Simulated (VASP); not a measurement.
# SnO2 (P1) in VASP: a series of runs

Runs on SnO2. Level: PBE. Tasks: single point.

Everything below comes from runs of VASP 6.6.1. Logs are shortened: lines on timing, memory, paths and dates and some standing lists are left out, and cuts for length are marked.

### Step 1. The cell of the first run

The typed cell holds 3 atoms: a = 3.376 Å, b = 3.376 Å, c = 3.376 Å, α = 60.00°, β = 60.00°, γ = 60.00°.

### Step 2. Single point, PBE

Input file INCAR:

```
ALGO = Normal
EDIFF = 1E-6
ENCUT = 600
GGA = PE
GGA_COMPAT = F
ISIF = 2
ISMEAR = 0
LASPH = T
LCHARG = T
LELF = T
LREAL = F
LVHAR = T
LWAVE = F
NBANDS = 20
NELM = 120
PREC = Accurate
SIGMA = 0.01
```

Input file KPOINTS:

```
Automatic mesh
0
Gamma
  1 1 1
  0.5 0.5 0.5
```

Input file POSCAR:

```
SnO2
1.0
    0.0000000000      2.3868840000      2.3868840000
    2.3868840000      0.0000000000      2.3868840000
    2.3868840000      2.3868840000      0.0000000000
Sn O
1 2
Direct
    0.0000000000      0.0000000000      0.0000000000
    0.2650000000      0.2500000000      0.2400000000
    0.7553977700      0.7015335900      0.7805116200
```

Potentials or basis: VASP PAW PBE potentials, release 64 (Sn_d, O).

Run with:

```sh
$ cat potpaw_PBE.64/Sn_d/POTCAR potpaw_PBE.64/O/POTCAR > POTCAR
$ mpirun -np 1 vasp_std > vasp.out
```

OUTCAR:

```text
EDIFF = 1E-6
   ENCUT = 600
   GGA = PE
   ISIF = 2
   ISMEAR = 0
   LASPH = T
   LREAL = F
   NELM = 120
   PREC = Accurate

 ion  position               nearest neighbor table
   1  0.000  0.000  0.000-   3 1.93   2 2.03   2 2.07   2 2.08   3 2.09   2 2.09   3 2.11   3 2.15

   2  0.265  0.250  0.240-   1 2.03   1 2.07   1 2.08   1 2.09
   3  0.755  0.702  0.781-   1 1.93   1 2.09   1 2.11   1 2.15

  LATTYP: Found a face centered cubic cell.
 ALAT       =     4.7737680000

  Lattice vectors:

 A1 = (   0.0000000000,   2.3868840000,   2.3868840000)
 A2 = (   2.3868840000,   0.0000000000,   2.3868840000)
 A3 = (   2.3868840000,   2.3868840000,   0.0000000000)

Analysis of symmetry for initial positions (statically):
=====================================================================
 Subroutine PRICEL returns:
 Original cell was already a primitive cell.

 Routine SETGRP: Setting up the symmetry group for a
 face centered cubic supercell.

 Subroutine GETGRP returns: Found  1 space group operations
 (whereof  1 operations were pure point group operations)
 out of a pool of 48 trial point group operations.

The static configuration has the point symmetry C_1 .

Analysis of symmetry for dynamics (positions and initial velocities):
=====================================================================
 Subroutine PRICEL returns:
 Original cell was already a primitive cell.

 Routine SETGRP: Setting up the symmetry group for a
 face centered cubic supercell.

 Subroutine GETGRP returns: Found  1 space group operations
 (whereof  1 operations were pure point group operations)
 out of a pool of 48 trial point group operations.

The dynamic configuration has the point symmetry C_1 .

 Subroutine INISYM returns: Found  1 space group operations
 (whereof  1 operations are pure point group operations),
 and found     1 'primitive' translations

----------------------------------------------------------------------------------------

                                     Primitive cell

  volume of cell :      27.1972

  direct lattice vectors                    reciprocal lattice vectors
     0.000000000  2.386884000  2.386884000    -0.209478131  0.209478131  0.209478131
     2.386884000  0.000000000  2.386884000     0.209478131 -0.209478131  0.209478131
     2.386884000  2.386884000  0.000000000     0.209478131  0.209478131 -0.209478131

  length of vectors
     3.375563725  3.375563725  3.375563725     0.362826767  0.362826767  0.362826767

  position of ions in fractional coordinates (direct lattice)
     0.000000000  0.000000000  0.000000000
     0.265000000  0.250000000  0.240000000
     0.755397770  0.701533590  0.780511620

  ion indices of the primitive-cell ions
   primitive index   ion index
                 1           1
                 2           2
                 3           3

----------------------------------------------------------------------------------------

 KPOINTS: Automatic mesh

Automatic generation of k-mesh.
 Grid dimensions read from file:
 generate k-points for:    1    1    1

 Generating k-lattice:

  Cartesian coordinates                     Fractional coordinates (reciprocal lattice)
    -0.209478131  0.209478131  0.209478131     1.000000000  0.000000000  0.000000000
     0.209478131 -0.209478131  0.209478131     0.000000000  1.000000000  0.000000000
     0.209478131  0.209478131 -0.209478131     0.000000000  0.000000000  1.000000000

  Length of vectors
     0.362826767  0.362826767  0.362826767

  Shift w.r.t. Gamma in fractional coordinates (k-lattice)
     0.500000000  0.500000000  0.500000000

 Subroutine IBZKPT returns following result:
 ===========================================

 Found      4 irreducible k-points:

 Following reciprocal coordinates:
            Coordinates               Weight
  0.500000  0.500000  0.500000      1.000000
  0.500000  0.000000  0.000000      1.000000
  0.000000  0.000000  0.500000      1.000000
  0.000000  0.500000  0.000000      1.000000
   k-points           NKPTS =      4   k-points in BZ     NKDIM =      4   number of bands    NBANDS=     20
   number of dos      NEDOS =    301   number of ions     NIONS =      3
   total plane-waves  NPLWV =  21952
   dimension x,y,z NGX =    28 NGY =   28 NGZ =   28
   dimension x,y,z NGXF=    56 NGYF=   56 NGZF=   56
   ions per type =               1   2
   NGX,Y,Z   is equivalent  to a cutoff of  13.79, 13.79, 13.79 a.u.
   NGXF,Y,Z  is equivalent  to a cutoff of  27.58, 27.58, 27.58 a.u.
 SYSTEM =  unknown system
   PREC   = accura    normal or accurate (medium, high low for compatibility)
   ISTART =      0    job   : 0-new  1-cont  2-samecut
   ICHARG =      2    charge: 1-file 2-atom 10-const
   ISPIN  =      1    spin polarized calculation?
   LNONCOLLINEAR =      F non collinear calculations
   LSORBIT =      F    spin-orbit coupling
   LASPH  =      T    aspherical Exc in radial PAW
   ENCUT  =  600.0 eV  44.10 Ry    6.64 a.u.   6.74  6.74  6.74*2*pi/ulx,y,z
   NELM   =    120;   NELMIN=  2; NELMDL= -5     # of ELM steps
   EDIFF  = 0.1E-05   stopping-criterion for ELM
   LREAL  =      F    real-space projection
   EDIFFG = 0.1E-04   stopping-criterion for IOM
   NSW    =      0    number of steps for IOM
   IBRION =     -1    ionic relax: 0-MD 1-quasi-New 2-CG
   NFREE  =      0    steps in history (QN), initial steepest desc. (CG)
   ISIF   =      2    stress and relaxation
   ISYM   =      2    0-nonsym 1-usesym 2-fastsym
   POTIM  = 0.5000    time-step for ionic-motion
   TEBEG  =    0.0;   TEEND  =   0.0 temperature during run
   PSTRESS=    0.0 pullay stress
   NELECT =      26.0000    total number of electrons
   NUPDOWN=      -1.0000    fix difference up-down
   EMIN   =  10.00;   EMAX   =-10.00  energy-range for DOS
   EFERMI =   0.00;   METHOD = LEGACY
   ISMEAR =     0;   SIGMA  =   0.01  broadening in eV -4-tet -1-fermi 0-gaus
   EFERMI_NEDOS =   21; number of points for ismear=-14 and -15
   IALGO  =     38    algorithm
   IMIX   =      4    mixing-type and parameters
     AMIX     =   0.40;   BMIX     =  1.00
     AMIX_MAG =   1.60;   BMIX_MAG =  1.00
  volume/ion in A,a.u.               =       9.07        61.18
  Fermi-wavevector in a.u.,A,eV,Ry     =   1.612716  3.047592 35.386764  2.600854
  Thomas-Fermi vector in A             =   2.707902
   LORBIT       =      0    0 simple, 1 ext, 2 COOP (PROOUT), +10 PAW based schemes
   GGA     = PE    functional components
   LHFCALC =     F    Hartree Fock is set to
   AEXX    =    0.0000 exact exchange contribution
   IVDW    =     0    specifies the selected vdW correction
   LEPSILON=     F    determine dielectric tensor
   LRPA    =     F    only Hartree local field effects (RPA)
 non-spin polarized calculation
 Gauss-broadening in eV      SIGMA  =   0.01
  energy-cutoff  :      600.00
  volume of cell :       27.20
 maximum number of plane-waves:       912
 NGX is ok and might be reduce to    28
   NGX = 13   NGY = 13   NGZ = 13

 number of electron      26.0000004 magnetization

 Free energy of the ion-electron system (eV)
  ---------------------------------------------------
  ext. energy  EPLUGINS =         0.00000000
  ---------------------------------------------------
  free energy    TOTEN  =       -19.34331925 eV

  energy without entropy =      -19.34331925  energy(sigma->0) =      -19.34331925

 E-fermi :   8.4286     XC(G=0): -13.0339

 val. band max:        8.3191932460   @ k =   0.5000   0.0000   0.0000
 cond. band min:      16.8462403075   @ k =   0.0000   0.0000   0.5000
 fundamental gap:      8.5270470615
 Fermi energy:         8.4286329759

 k-point     1 :       0.5000    0.5000    0.5000
  band No.  band energies     occupation
      1     -11.0801      2.00000
      2      -9.5570      2.00000
      3      -9.4589      2.00000
      4      -9.1262      2.00000
      5      -9.1117      2.00000
      6      -8.1388      2.00000
      7      -6.4951      2.00000
      8       4.5925      2.00000
      9       5.5603      2.00000
     10       5.6552      2.00000
     11       6.8235      2.00000
     12       7.3922      2.00000
     13       8.1480      2.00000
     14      17.0520      0.00000
     15      19.2833      0.00000
     16      22.0722      0.00000
     17      23.9904      0.00000
     18      26.4816      0.00000
     19      28.2645      0.00000
     20      28.4621      0.00000

 k-point     2 :       0.5000    0.0000    0.0000
  band No.  band energies     occupation
      1     -10.9926      2.00000
      2      -9.5405      2.00000
      3      -9.4383      2.00000
      4      -9.1262      2.00000
      5      -9.1076      2.00000
      6      -8.3859      2.00000
      7      -6.3165      2.00000
      8       4.1868      2.00000
      9       5.5269      2.00000
     10       5.7903      2.00000
     11       6.7162      2.00000
     12       7.4900      2.00000
     13       8.3192      2.00000
     14      17.3382      0.00000
     15      19.1201      0.00000
     16      21.9887      0.00000
     17      23.9451      0.00000
     18      26.4245      0.00000
     19      28.3182      0.00000
     20      28.8913      0.00000

 k-point     3 :       0.0000    0.0000    0.5000
  band No.  band energies     occupation
      1     -11.1539      2.00000
      2      -9.5619      2.00000
      3      -9.4750      2.00000
      4      -9.1233      2.00000
      5      -9.1138      2.00000
      6      -7.9453      2.00000
      7      -6.6265      2.00000
      8       4.9156      2.00000
      9       5.3980      2.00000
     10       5.8709      2.00000
     11       6.7662      2.00000
     12       7.3501      2.00000
     13       7.9269      2.00000
     14      16.8462      0.00000
     15      19.4717      0.00000
     16      22.2985      0.00000
     17      23.8387      0.00000
     18      26.7385      0.00000
     19      28.0552      0.00000
     20      28.1386      0.00000

 k-point     4 :       0.0000    0.5000    0.0000
  band No.  band energies     occupation
      1     -10.8927      2.00000
      2      -9.4278      2.00000
      3      -9.4170      2.00000
      4      -9.1101      2.00000
      5      -9.1037      2.00000
      6      -8.7949      2.00000
      7      -6.0267      2.00000
      8       3.5864      2.00000
      9       5.6185      2.00000
     10       6.0656      2.00000
     11       6.2721      2.00000
     12       7.8392      2.00000
     13       8.3003      2.00000
     14      17.7968      0.00000
     15      18.9601      0.00000
     16      22.4259      0.00000
     17      23.3623      0.00000
     18      26.8163      0.00000
     19      27.8873      0.00000
     20      29.7354      0.00000

------------------------ aborting loop because EDIFF is reached ----------------------------------------

  FORCE on cell =-STRESS in cart. coord.  units (eV):
  Direction    XX          YY          ZZ          XY          YZ          ZX
  --------------------------------------------------------------------------------------
  -------------------------------------------------------------------------------------
  Total       10.6501694     10.6002582     10.7091609     -2.8698461     -0.6034319      1.5777849
  in kB      627.3980448    624.4577956    630.8732164   -169.0617093    -35.5479788     92.9467999
  external PRESSURE =     627.5763522 kB  Pullay stress =       0.0000000 kB

 VOLUME and BASIS-vectors are now :
 -----------------------------------------------------------------------------
  energy-cutoff  :      600.00
  volume of cell :       27.20
      direct lattice vectors                 reciprocal lattice vectors
     0.000000000  2.386884000  2.386884000    -0.209478131  0.209478131  0.209478131
     2.386884000  0.000000000  2.386884000     0.209478131 -0.209478131  0.209478131
     2.386884000  2.386884000  0.000000000     0.209478131  0.209478131 -0.209478131

 POSITION                                       TOTAL-FORCE (eV/Angst)
 -----------------------------------------------------------------------------------
      0.00000      0.00000      0.00000        -1.414200      1.551084     -1.058707
      1.16957      1.20538      1.22925         0.007383      0.945640     -2.613027
      3.53747      3.66604      3.47753         1.406817     -2.496724      3.671734
 -----------------------------------------------------------------------------------
    total drift:                                0.000127     -0.000024      0.000126

  FREE ENERGIE OF THE ION-ELECTRON SYSTEM (eV)
  ---------------------------------------------------
  free  energy   TOTEN  =       -19.3433192525 eV

  energy  without entropy=      -19.3433192525  energy(sigma->0) =      -19.34331925
```

It took 14 s on 1 thread of Intel Xeon 8259CL, shared host; peak memory 0.15 GiB.

What came out:

| Property | Result |
| --- | --- |
| Free energy | -19.3433 eV |
| Pressure | 62.8 GPa |
| Largest force | 4.658 eV/Å |
| Band gap on the k mesh | 8.53 eV, indirect (least direct gap 8.90 eV) |

Forces on the atoms (eV/Å):
```
Sn  -1.414  1.551 -1.059
O    0.007  0.946 -2.613
O    1.407 -2.497  3.672
```

Stress tensor (GPa, compression positive):
```
 62.74 -16.91   9.29
-16.91  62.45  -3.55
  9.29  -3.55  63.09
```

Levels at points of the mesh, in eV from the valence-band top:
```csv
k point,band 9,band 10,band 11,band 12,band 13,band 14,band 15,band 16,band 17,band 18
"(0.50, 0.50, 0.50)",-2.76,-2.66,-1.50,-0.93,-0.17,8.73,10.96,13.75,15.67,18.16
"(0.50, 0.00, 0.00)",-2.79,-2.53,-1.60,-0.83,0.00,9.02,10.80,13.67,15.63,18.11
"(0.00, 0.00, 0.50)",-2.92,-2.45,-1.55,-0.97,-0.39,8.53,11.15,13.98,15.52,18.42
"(0.00, 0.50, 0.00)",-2.70,-2.25,-2.05,-0.48,-0.02,9.48,10.64,14.11,15.04,18.50
```

Caveat: the k points lie up to 2.28 Å⁻¹ apart; spin-orbit coupling is left out, which moves the levels of the heavy elements; forces of over 1 eV/Å act on the atoms, so gaps and moduli don't describe the material at rest. A k mesh can miss the band edges.

[end of part 1 of 2]
